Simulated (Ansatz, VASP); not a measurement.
**Sn: VASP beside Ansatz**

```
Sn
1.0
     3.27035    3.27035    0.00000
    -3.27035    3.27035    0.00000
     0.18500    0.18500    6.54070
Sn
4
Cartesian
  0.1085 0.1085 3.2690
  -1.6049 1.6655 1.6365
  0.0160 3.2863 -0.0013
  1.7580 1.7580 4.9068
```

Change from the starting cell: shear of c along a, cell held, atoms relaxed: +4.0 %.

Alike in both runs: functional PBEsol; k mesh 12 × 12 × 8; occupations gaussian, width 0.1 eV; no spin polarisation.

Ansatz relaxed the structure, and its values are those at the end. VASP's run is a single point on that final structure, the one shown.

|  | VASP | Ansatz |
| --- | --- | --- |
| version | VASP 6.6.1 | Ansatz 0.2.0 |
| potentials or method | VASP PAW PBE potentials, release 64 (Sn_d), cutoff 520 eV | scalar-relativistic, plane waves, PAW |
| valence electrons in the cell | 56 | 56 |

VASP gave:

```
gap on the k mesh at the Fermi level (eV) : none
pressure (GPa)                            : -0.1
```

Problem. Which values does Ansatz return?

Solution. gap on the k mesh at the Fermi level (eV): none; pressure (GPa): 0.0.

VASP's potentials were made for PBE, not for PBEsol. A gap of «none» marks a metal or a gap that the smearing closes. Ansatz's warnings: stress scf threshold loose.
